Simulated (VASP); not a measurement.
Here is a VASP 6.6.1 calculation.

Contents of INCAR:

```
SYSTEM = Ni
PREC     = Accurate       ! precision mode
ENCUT    = 520            ! plane-wave cutoff, eV
EDIFF    = 1E-7           ! SCF threshold, eV
ISMEAR   = -1             ! smearing method
SIGMA    = 0.1            ! smearing width, eV
LREAL    = .False.        ! projectors in reciprocal space
LASPH    = .True.         ! aspherical terms in the spheres
NELM     = 150            ! most SCF steps
ALGO     = Normal         ! electronic algorithm
ISIF     = 2              ! what is computed and relaxed
LWAVE    = .False.        ! write WAVECAR
LCHARG   = .False.        ! write CHGCAR
ISPIN    = 2              ! spin polarisation
MAGMOM   = 2 0            ! initial moments
LORBIT   = 11             ! projections on sites
LMAXMIX  = 4              ! l up to which the mixer works
GGA      = PE             ! functional
NBANDS   = 21             ! bands
```

File KPOINTS:

```
Automatic mesh
0
Gamma
  7 14 14
  0 0 0
```

Contents of POSCAR:

```
Ni
1.0
    0.0000000000      3.5160000000      3.5160000000
    1.7580000000      0.0000000000      1.7580000000
    1.7580000000      1.7580000000      0.0000000000
Ni
2
Direct
    0.0000000000      0.0000000000      0.0000000000
    0.5000000000      0.0000000000      0.0000000000
```

Potentials or basis: VASP PAW PBE potentials, release 64 (Ni).

Command:

```bash
$ cat potpaw_PBE.64/Ni/POTCAR > POTCAR
$ mpirun -np 1 vasp_std > vasp.out
```

**Question.** Estimate the pressure.

**Answer.** 0.6 GPa.

**Question.** What does it give for the site moments?

**Answer.** Ni +0.60 μB.

**Question.** What does it give for the net moment?

**Answer.** 1.19 μB per cell.
